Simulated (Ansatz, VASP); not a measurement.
**Two plane-wave programs on GaN**

```
Ga N
1.0
     0.00000    2.08366    2.08366
     2.08366    0.00000    2.08366
     2.08366    2.08366    0.00000
Ga N
1 1
Cartesian
  2.0837 2.0837 2.0837
  0.0000 0.0000 0.0000
```

Alike in both runs: task single point; functional revPBE; dispersion D4; k mesh 10 × 10 × 10; occupations gaussian, width 0.05 eV; no spin polarisation.

|  | VASP | Ansatz |
| --- | --- | --- |
| version | VASP 6.6.1 | Ansatz 0.2.0 |
| potentials or method | VASP PAW PBE potentials, release 64 (Ga_d, N), cutoff 520 eV | scalar-relativistic, plane waves, PAW |
| valence electrons in the cell | 18 | 18 |

```csv
,VASP,Ansatz,Ansatz less VASP
gap on the k mesh at the Fermi level (eV),0.96,0.98,+0.013
least direct gap on the mesh (eV),3.30,3.29,-0.009
pressure (GPa),5.9,5.0,-0.95
```

VASP's potentials were made for PBE, not for revPBE.
